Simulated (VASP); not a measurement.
GaP, 2 atoms in the cell. The structure is cubic, space group F-43m (No. 216). The conventional cell has a = 5.451 Å, b = 5.451 Å, c = 5.451 Å, α = 90.00°, β = 90.00°, γ = 90.00°. Within 3.1 Å of Ga (site symmetry -43m) lie 4 P at 2.36 Å. Within 3.1 Å of P (site symmetry -43m) lie 4 Ga at 2.36 Å. 

| Item | Value |
| --- | --- |
| Program | VASP 6.6.1 |
| Task | G0W0 quasiparticle levels |
| Functional | r2SCAN |
| Potentials or basis | VASP PAW PBE potentials, release 64 (Ga_d_GW, P_GW) |
| Cutoff | 500 eV |
| k mesh | 4 × 4 × 4 |
| Occupations | gaussian, width 0.01 eV |
| Spin | no spin polarisation |
| Dipole correction | no |
| GW scheme | G0W0 |
| GW iterations | 1 |
| Cutoff of the response function | 140 |
| Frequency points | 96 |
| Empty bands | 152 |
| Further INCAR settings | ALGO = EVGW0; EDIFF = 1e-08; NBANDS = 161 |

Potentials or basis: VASP PAW PBE potentials, release 64 (Ga_d_GW, P_GW).

Run with:

```console
$ cat potpaw_PBE.64/Ga_d_GW/POTCAR potpaw_PBE.64/P_GW/POTCAR > POTCAR
$ cp INCAR.step1 INCAR
$ mpirun -np 1 vasp_std > vasp.out
$ cp INCAR.step2 INCAR
$ mpirun -np 1 vasp_std > vasp.out
$ cp INCAR.step3 INCAR
$ mpirun -np 1 vasp_std > vasp.out
```

Hardware: 1 thread of Intel(R) Xeon(R) 6975P-C (Granite Rapids), with other jobs on the host.

Task: How long does it take, and how much memory?

Result: Run time: 2 min on 1 thread of Intel(R) Xeon(R) 6975P-C (Granite Rapids), with other jobs on the host, peak memory 0.43 GiB. Counts: k points 8.
